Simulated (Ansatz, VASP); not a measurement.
## W in VASP and in Ansatz

Contents of POSCAR:

```
W
1.0
    0.0000000000      2.0909000000      2.0300000000
    2.0909000000      0.0000000000      2.0300000000
    2.0909000000      2.0909000000      0.0000000000
W
1
Direct
    0.0000000000      0.0000000000      0.0000000000
```

The input INCAR.step1:

```
  PREC = Accurate
  ENCUT = 520
  ISMEAR = 0
  SIGMA = 0.15
  LREAL = False
  LASPH = True
  NELM = 100
  NBANDS = 13
  GGA = PE
  ALGO = Normal
  EDIFF = 1E-4
  LWAVE = True
  LCHARG = False
```

The input INCAR.step2:

```
  PREC = Accurate
  ENCUT = 520
  EDIFF = 1E-6
  ISMEAR = 0
  SIGMA = 0.15
  LREAL = False
  LASPH = True
  NELM = 100
  ALGO = Normal
  ISIF = 2
  LWAVE = False
  LCHARG = True
  METAGGA = R2SCAN
  LMIXTAU = True
  LELF = True
  LVHAR = True
  NBANDS = 13
  ISTART = 1
```

File KPOINTS:

```
Automatic mesh
0
Gamma
  20 20 20
```

Input for Ansatz:

```yaml
crystal:
  lattice:
    - [0.0, 2.0909, 2.03]
    - [2.0909, 0.0, 2.03]
    - [2.0909, 2.0909, 0.0]
  atoms:
    - { symbol: W, position: [0.0, 0.0, 0.0] }
basis:
  ecutwfc: 500
kpoints:
  mp_grid: { grid: [20, 20, 20] }
hamiltonian:
  xc: r2scan
scf:
  occupations: { method: gaussian, width: 0.15 }
output:
  forces: true
  stress: true
  eigenvalues: true
```

Change from the starting cell: strain +0.030 along x and y, +0.000 along z, atoms carried along.

Alike in both runs: task single point; functional r2SCAN; k mesh 20 × 20 × 20; occupations gaussian, width 0.15 eV; no spin polarisation.

|  | VASP | Ansatz |
| --- | --- | --- |
| version | VASP 6.6.1 | Ansatz 0.2.0 |
| potentials or method | VASP PAW PBE potentials, release 64 (W_sv), cutoff 520 eV | scalar-relativistic, plane waves, PAW |
| valence electrons in the cell | 14 | 14 |

Ansatz gave:

```
gap on the k mesh at the Fermi level (eV)                     : none
pressure (GPa)                                                : -22.6
traceless stress, the component that is largest in VASP (GPa) : -7.74
```

Which values does VASP return?

gap on the k mesh at the Fermi level (eV): none; pressure (GPa): -21.9; traceless stress, the component that is largest in VASP (GPa): -7.76.

VASP's potentials were made for PBE, not for r2SCAN. A gap of «none» marks a metal or a gap that the smearing closes. With one functional, cell and mesh, what is left measures potentials, basis and numerics.

Spin-orbit coupling is off throughout.
